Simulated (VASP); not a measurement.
Sn2Te3Se, 6 atoms in the cell. Symmetry: P6/mmm, No. 191, hexagonal system. Conventional cell: a = 5.622 Å, b = 5.622 Å, c = 6.498 Å, α = 90.00°, β = 90.00°, γ = 120.00°. Within 4.3 Å of Sn (site symmetry -6m2) lie 3 Sn at 3.25 Å and 5 Te at 3.25 Å. Te (site symmetry -6m2) has 3 Te at 3.25 Å and 3 Se at 3.25 Å and 2 Sn at 3.25 Å within 4.3 Å. Within 4.3 Å of Te (site symmetry 6/mmm) lie 6 Sn at 3.25 Å and 2 Se at 3.25 Å. Within 4.3 Å of Se (site symmetry 6/mmm) lie 8 Te at 3.25 Å. The cell was generated, and may not be a known phase.

```yaml
Program: VASP 6.6.1
Task: relaxation of cell and atoms
Functional: PBE
Potentials_or_basis: VASP PAW PBE potentials, release 64 (Sn_d, Te, Se)
Cutoff: 600 eV
k_mesh: 6 × 6 × 4
Occupations: gaussian, width 0.1 eV
Spin: no spin polarisation
Dipole_correction: no
Further_INCAR_settings: ALGO = Normal; EDIFF = 1e-07; IBRION = 2; EDIFFG = -0.04; NSW = 90; ISIF = 3
```

Potentials or basis: VASP PAW PBE potentials, release 64 (Sn_d, Te, Se).

Command:

```console
$ cat potpaw_PBE.64/Sn_d/POTCAR potpaw_PBE.64/Te/POTCAR potpaw_PBE.64/Se/POTCAR > POTCAR
$ mpirun -np 1 vasp_std > vasp.out
```

Hardware: 1 thread of AMD EPYC 9R45 96-Core Processor (Zen 5), with other jobs on the host.

Task: How long does it take, and how much memory?

Result: Wall time 14 min on 1 thread of AMD EPYC 9R45 96-Core Processor (Zen 5), with other jobs on the host, peak memory 0.43 GiB. Counts: scf iterations 116, k points 21, ion steps 11.
